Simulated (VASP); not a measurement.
# NbSi (rocksalt type) (Fm-3m) in VASP: notebook

NbSi (rocksalt type) is run at these levels: PBE; tasks: electric field gradients.

All numbers are computed with VASP 6.6.1; they aren't measurements. Logs are shortened: lines on timing, memory, paths and dates and some standing lists are left out, and cuts for length are marked.

**1. The cell of the first run**

It takes space group Fm-3m (No. 225, cubic). The conventional cell has a = 5.147 Å, b = 5.147 Å, c = 5.147 Å, α = 90.00°, β = 90.00°, γ = 90.00°. Nb (site symmetry m-3m) has 6 Si at 2.57 Å within 3.4 Å. Si (site symmetry m-3m) has 6 Nb at 2.57 Å within 3.4 Å.

**2. Electric field gradients, PBE**

Contents of INCAR:

```
PREC = Accurate ; ENCUT = 520
EDIFF = 1E-8 ; ISMEAR = -1
SIGMA = 0.05 ; LREAL = F
LASPH = T ; NELM = 100
ALGO = Normal ; ISIF = 2
LWAVE = F ; LCHARG = F
GGA = PE ; LEFG = T
NBANDS = 16
```

Contents of KPOINTS:

```
regular mesh
0
Gamma
  14 14 14
```

Contents of POSCAR:

```
NbSi
1.0
    0.0000000000      2.5736511627      2.5736511627
    2.5736511627      0.0000000000      2.5736511627
    2.5736511627      2.5736511627      0.0000000000
Nb Si
1 1
Direct
    0.0000000000      0.0000000000      0.0000000000
    0.5000000000      0.5000000000      0.5000000000
```

Potentials or basis: VASP PAW PBE potentials, release 64 (Nb_sv, Si).

Started as:

```
$ cat potpaw_PBE.64/Nb_sv/POTCAR potpaw_PBE.64/Si/POTCAR > POTCAR
$ mpirun -np 1 vasp_std > vasp.out
```

OUTCAR:

```text
PREC = Accurate
   ENCUT = 520
   EDIFF = 1E-8
   ISMEAR = -1
   LREAL = F
   LASPH = T
   NELM = 100
   ISIF = 2
   GGA = PE

 ion  position               nearest neighbor table
   1  0.000  0.000  0.000-   2 2.57   2 2.57   2 2.57   2 2.57   2 2.57   2 2.57
   2  0.500  0.500  0.500-   1 2.57   1 2.57   1 2.57   1 2.57   1 2.57   1 2.57

  LATTYP: Found a face centered cubic cell.
 ALAT       =     5.1473023254

  Lattice vectors:

 A1 = (   0.0000000000,   2.5736511627,   2.5736511627)
 A2 = (   2.5736511627,   0.0000000000,   2.5736511627)
 A3 = (   2.5736511627,   2.5736511627,   0.0000000000)

Analysis of symmetry for initial positions (statically):
=====================================================================
 Subroutine PRICEL returns:
 Original cell was already a primitive cell.

 Routine SETGRP: Setting up the symmetry group for a
 face centered cubic supercell.

 Subroutine GETGRP returns: Found 48 space group operations
 (whereof 48 operations were pure point group operations)
 out of a pool of 48 trial point group operations.

The static configuration has the point symmetry O_h .

Analysis of symmetry for dynamics (positions and initial velocities):
=====================================================================
 Subroutine PRICEL returns:
 Original cell was already a primitive cell.

 Routine SETGRP: Setting up the symmetry group for a
 face centered cubic supercell.

 Subroutine GETGRP returns: Found 48 space group operations
 (whereof 48 operations were pure point group operations)
 out of a pool of 48 trial point group operations.

The dynamic configuration has the point symmetry O_h .

 Subroutine INISYM returns: Found 48 space group operations
 (whereof 48 operations are pure point group operations),
 and found     1 'primitive' translations

----------------------------------------------------------------------------------------

                                     Primitive cell

  volume of cell :      34.0941

  direct lattice vectors                    reciprocal lattice vectors
     0.000000000  2.573651163  2.573651163    -0.194276523  0.194276523  0.194276523
     2.573651163  0.000000000  2.573651163     0.194276523 -0.194276523  0.194276523
     2.573651163  2.573651163  0.000000000     0.194276523  0.194276523 -0.194276523

  length of vectors
     3.639692379  3.639692379  3.639692379     0.336496809  0.336496809  0.336496809

  position of ions in fractional coordinates (direct lattice)
     0.000000000  0.000000000  0.000000000
     0.500000000  0.500000000  0.500000000

  ion indices of the primitive-cell ions
   primitive index   ion index
                 1           1
                 2           2

----------------------------------------------------------------------------------------

 KPOINTS: regular mesh

Automatic generation of k-mesh.
 Grid dimensions read from file:
 generate k-points for:   14   14   14

 Generating k-lattice:

  Cartesian coordinates                     Fractional coordinates (reciprocal lattice)
    -0.013876895  0.013876895  0.013876895     0.071428571  0.000000000  0.000000000
     0.013876895 -0.013876895  0.013876895     0.000000000  0.071428571  0.000000000
     0.013876895  0.013876895 -0.013876895     0.000000000  0.000000000  0.071428571

  Length of vectors
     0.024035486  0.024035486  0.024035486

  Shift w.r.t. Gamma in fractional coordinates (k-lattice)
     0.000000000  0.000000000  0.000000000

 Subroutine IBZKPT returns following result:
 ===========================================

 Found    104 irreducible k-points:

 Following reciprocal coordinates:
            Coordinates               Weight
  0.000000  0.000000  0.000000      1.000000
  0.071429  0.000000  0.000000      8.000000
  0.142857  0.000000  0.000000      8.000000
  0.214286  0.000000  0.000000      8.000000
  0.285714  0.000000  0.000000      8.000000
  0.357143  0.000000  0.000000      8.000000
[... 16 lines left out ...]
  0.214286  0.142857  0.000000     24.000000
  0.285714  0.142857  0.000000     24.000000
 [... further k-points ...]
   k-points           NKPTS =    104   k-points in BZ     NKDIM =    104   number of bands    NBANDS=     16
   number of dos      NEDOS =    301   number of ions     NIONS =      2
   total plane-waves  NPLWV =  21952
   dimension x,y,z NGX =    28 NGY =   28 NGZ =   28
   dimension x,y,z NGXF=    56 NGYF=   56 NGZF=   56
   ions per type =               1   1
   NGX,Y,Z   is equivalent  to a cutoff of  12.79, 12.79, 12.79 a.u.
   NGXF,Y,Z  is equivalent  to a cutoff of  25.58, 25.58, 25.58 a.u.
 SYSTEM =  unknown system
   PREC   = accura    normal or accurate (medium, high low for compatibility)
   ISTART =      0    job   : 0-new  1-cont  2-samecut
   ICHARG =      2    charge: 1-file 2-atom 10-const
   ISPIN  =      1    spin polarized calculation?
   LNONCOLLINEAR =      F non collinear calculations
   LSORBIT =      F    spin-orbit coupling
   LASPH  =      T    aspherical Exc in radial PAW
   ENCUT  =  520.0 eV  38.22 Ry    6.18 a.u.   6.77  6.77  6.77*2*pi/ulx,y,z
   NELM   =    100;   NELMIN=  2; NELMDL= -5     # of ELM steps
   EDIFF  = 0.1E-07   stopping-criterion for ELM
   LREAL  =      F    real-space projection
   EDIFFG = 0.1E-06   stopping-criterion for IOM
   NSW    =      0    number of steps for IOM
   IBRION =     -1    ionic relax: 0-MD 1-quasi-New 2-CG
   NFREE  =      0    steps in history (QN), initial steepest desc. (CG)
   ISIF   =      2    stress and relaxation
   ISYM   =      2    0-nonsym 1-usesym 2-fastsym
   POTIM  = 0.5000    time-step for ionic-motion
   TEBEG  =    0.0;   TEEND  =   0.0 temperature during run
   PSTRESS=    0.0 pullay stress
   NELECT =      17.0000    total number of electrons
   NUPDOWN=      -1.0000    fix difference up-down
   EMIN   =  10.00;   EMAX   =-10.00  energy-range for DOS
   EFERMI =   0.00;   METHOD = LEGACY
   ISMEAR =    -1;   SIGMA  =   0.05  broadening in eV -4-tet -1-fermi 0-gaus
   EFERMI_NEDOS =   21; number of points for ismear=-14 and -15
   IALGO  =     38    algorithm
   IMIX   =      4    mixing-type and parameters
     AMIX     =   0.40;   BMIX     =  1.00
     AMIX_MAG =   1.60;   BMIX_MAG =  1.00
  volume/ion in A,a.u.               =      17.05       115.04
  Fermi-wavevector in a.u.,A,eV,Ry     =   1.298170  2.453185 22.929143  1.685244
  Thomas-Fermi vector in A             =   2.429515
   LORBIT       =      0    0 simple, 1 ext, 2 COOP (PROOUT), +10 PAW based schemes
   GGA     = PE    functional components
   LHFCALC =     F    Hartree Fock is set to
   AEXX    =    0.0000 exact exchange contribution
   IVDW    =     0    specifies the selected vdW correction
   LEPSILON=     F    determine dielectric tensor
   LRPA    =     F    only Hartree local field effects (RPA)
 non-spin polarized calculation
  energy-cutoff  :      520.00
  volume of cell :       34.09
 maximum number of plane-waves:       941
   NGX = 13   NGY = 13   NGZ = 13

 number of electron      17.0000002 magnetization

 Free energy of the ion-electron system (eV)
  ---------------------------------------------------
  ext. energy  EPLUGINS =         0.00000000
  ---------------------------------------------------
  free energy    TOTEN  =       -16.09785920 eV

  energy without entropy =      -16.08539251  energy(sigma->0) =      -16.09162586

 E-fermi :  10.3023     XC(G=0): -11.5924

 val. band max:       10.2938807853   @ k =   0.5000   0.2857   0.0714
 cond. band min:      10.3046487715   @ k =   0.2857   0.1429   0.0714
 fundamental gap:      0.0107679862
 Fermi energy:        10.3023393924

 k-point     1 :       0.0000    0.0000    0.0000
  band No.  band energies     occupation
      1     -45.0173      2.00000
      2     -21.0355      2.00000
      3     -21.0355      2.00000
      4     -21.0355      2.00000
      5      -0.4111      2.00000
      6       9.0186      2.00000
[... 8 lines left out ...]
     15      19.6971      0.00000
     16      23.5510      0.00000
[... 419 lines left out ...]
 k-point    24 :       0.2857    0.1429    0.0000
  band No.  band energies     occupation
      1     -45.0073      2.00000
      2     -21.1391      2.00000
      3     -21.0634      2.00000
      4     -21.0606      2.00000
      5       0.8755      2.00000
      6       6.8714      2.00000
[... 8 lines left out ...]
     15      20.0564      0.00000
     16      20.5880      0.00000

 [... further k-points ...]

------------------------ aborting loop because EDIFF is reached ----------------------------------------

  FORCE on cell =-STRESS in cart. coord.  units (eV):
  Direction    XX          YY          ZZ          XY          YZ          ZX
  --------------------------------------------------------------------------------------
  -------------------------------------------------------------------------------------
  Total       -0.0325424     -0.0325424     -0.0325424     -0.0000000      0.0000000      0.0000000
  in kB       -1.5292600     -1.5292600     -1.5292600     -0.0000000      0.0000000      0.0000000
  external PRESSURE =      -1.5292600 kB  Pullay stress =       0.0000000 kB

 VOLUME and BASIS-vectors are now :
 -----------------------------------------------------------------------------
  energy-cutoff  :      520.00
  volume of cell :       34.09
      direct lattice vectors                 reciprocal lattice vectors
     0.000000000  2.573651163  2.573651163    -0.194276523  0.194276523  0.194276523
     2.573651163  0.000000000  2.573651163     0.194276523 -0.194276523  0.194276523
     2.573651163  2.573651163  0.000000000     0.194276523  0.194276523 -0.194276523

 POSITION                                       TOTAL-FORCE (eV/Angst)
 -----------------------------------------------------------------------------------
      0.00000      0.00000      0.00000        -0.000000      0.000000     -0.000000
      2.57365      2.57365      2.57365         0.000000     -0.000000      0.000000
 -----------------------------------------------------------------------------------
    total drift:                               -0.000000      0.000000      0.000000

  FREE ENERGIE OF THE ION-ELECTRON SYSTEM (eV)
  ---------------------------------------------------
  free  energy   TOTEN  =       -16.0978591998 eV

  energy  without entropy=      -16.0853925124  energy(sigma->0) =      -16.09162586

 Electric field gradients (V/A^2)
---------------------------------------------------------------------
 ion       V_xx      V_yy      V_zz      V_xy      V_xz      V_yz
---------------------------------------------------------------------
   1      -0.000    -0.000     0.000     0.000     0.000     0.000
   2      -0.000    -0.000     0.000     0.000     0.000     0.000
---------------------------------------------------------------------

 Electric field gradients after diagonalization (V/A^2)
 (convention: |V_zz| > |V_xx| > |V_yy|)
----------------------------------------------------------------------
 ion       V_xx      V_yy      V_zz     asymmetry (V_yy - V_xx)/ V_zz
----------------------------------------------------------------------
   1      -0.000    -0.000     0.001       0.000
   2      -0.000    -0.000     0.000       0.000
----------------------------------------------------------------------

           NMR quadrupolar parameters

 Cq : quadrupolar parameter    Cq=e*Q*V_zz/h
 eta: asymmetry parameters     (V_yy - V_xx)/ V_zz
 Q  : nuclear electric quadrupole moment in mb (millibarn)
----------------------------------------------------------------------
 ion       Cq(MHz)       eta       Q (mb)
----------------------------------------------------------------------
   1       0.000       0.000       1.000
   2       0.000       0.000       1.000
----------------------------------------------------------------------
```

Run time: 94 s. Hardware: 1 thread of Intel Xeon 8259CL, shared host; peak memory 0.2 GiB.

Results:

```
Free energy                             : -16.0979 eV
Pressure                                : -0.2 GPa
Band gap on the k mesh                  : zero (an odd number of electrons rules out a gap without spin polarisation)
Largest electric field gradient by atom : zero within the noise of the run
```

**3. Electric field gradients, PBE (17.39 Å³/atom)**

This run uses another cell than the first one, of 17.39 Å³/atom.

Contents of INCAR:

```
  PREC = Accurate
  ENCUT = 520
  EDIFF = 1E-8
  ISMEAR = -1
  SIGMA = 0.05
  LREAL = False
  LASPH = True
  NELM = 80
  ALGO = Normal
  ISIF = 2
  LWAVE = False
  LCHARG = False
  GGA = PE
  LEFG = True
  NBANDS = 16
```

Contents of KPOINTS:

```
Automatic mesh
0
Gamma
  14 14 14
```

Contents of POSCAR:

```
NbSi
1.0
    0.0000000000      2.5906957069      2.5906957069
    2.5906957069      0.0000000000      2.5906957069
    2.5906957069      2.5906957069      0.0000000000
Nb Si
1 1
Direct
    0.0000000000      0.0000000000      0.0000000000
    0.5000000000      0.5000000000      0.5000000000
```

Potentials or basis: VASP PAW PBE potentials, release 64 (Nb_sv, Si).

Started as:

```
$ cat potpaw_PBE.64/Nb_sv/POTCAR potpaw_PBE.64/Si/POTCAR > POTCAR
$ mpirun -np 1 vasp_std > vasp.out
```

OUTCAR:

```text
PREC = Accurate
   ENCUT = 520
   EDIFF = 1E-8
   ISMEAR = -1
   LREAL = False
   LASPH = True
   NELM = 80
   ISIF = 2
   GGA = PE

 ion  position               nearest neighbor table
   1  0.000  0.000  0.000-   2 2.59   2 2.59   2 2.59   2 2.59   2 2.59   2 2.59
   2  0.500  0.500  0.500-   1 2.59   1 2.59   1 2.59   1 2.59   1 2.59   1 2.59

  LATTYP: Found a face centered cubic cell.
 ALAT       =     5.1813914138

  Lattice vectors:

 A1 = (   0.0000000000,   2.5906957069,   2.5906957069)
 A2 = (   2.5906957069,   0.0000000000,   2.5906957069)
 A3 = (   2.5906957069,   2.5906957069,   0.0000000000)

Analysis of symmetry for initial positions (statically):
[... 665 lines left out ...]
  free  energy   TOTEN  =       -16.0912886970 eV

  energy  without entropy=      -16.0785800876  energy(sigma->0) =      -16.08493439

 Electric field gradients (V/A^2)
---------------------------------------------------------------------
 ion       V_xx      V_yy      V_zz      V_xy      V_xz      V_yz
---------------------------------------------------------------------
   1      -0.000     0.000     0.000     0.000     0.000     0.000
   2      -0.000    -0.000    -0.000    -0.000    -0.000    -0.000
---------------------------------------------------------------------

 Electric field gradients after diagonalization (V/A^2)
 (convention: |V_zz| > |V_xx| > |V_yy|)
----------------------------------------------------------------------
 ion       V_xx      V_yy      V_zz     asymmetry (V_yy - V_xx)/ V_zz
----------------------------------------------------------------------
   1      -0.000    -0.000     0.000       0.000
   2       0.000     0.000    -0.000       0.000
----------------------------------------------------------------------

           NMR quadrupolar parameters

 Cq : quadrupolar parameter    Cq=e*Q*V_zz/h
 eta: asymmetry parameters     (V_yy - V_xx)/ V_zz
 Q  : nuclear electric quadrupole moment in mb (millibarn)
----------------------------------------------------------------------
 ion       Cq(MHz)       eta       Q (mb)
----------------------------------------------------------------------
   1       0.000       0.000       1.000
   2      -0.000       0.000       1.000
----------------------------------------------------------------------
```

Wall time 1.7 min (1 thread of Intel Xeon 8259CL, shared host); peak memory 0.2 GiB.

What came out:

```
Free energy                             : -16.0913 eV
Pressure                                : -3.0 GPa
Band gap on the k mesh                  : zero (an odd number of electrons rules out a gap without spin polarisation)
Largest electric field gradient by atom : zero within the noise of the run
```

Levels at points of the mesh, in eV from the Fermi level:
| k point | band 4 | band 5 | band 6 | band 7 | band 8 | band 9 | band 10 | band 11 | band 12 | band 13 |
| --- | --- | --- | --- | --- | --- | --- | --- | --- | --- | --- |
| (0.00, 0.00, 0.00) | -31.37 | -10.61 | -1.24 | -1.24 | -1.24 | -0.73 | -0.73 | 2.32 | 2.32 | 2.32 |
| (0.50, 0.00, 0.00) | -31.40 | -7.26 | -5.86 | -3.17 | -3.17 | 1.22 | 1.22 | 2.39 | 4.30 | 6.82 |
| (0.50, 0.50, 0.00) | -31.44 | -8.37 | -3.51 | -3.11 | -0.03 | -0.03 | 0.30 | 1.86 | 1.86 | 2.90 |

Caveat: the cell stands under tension.
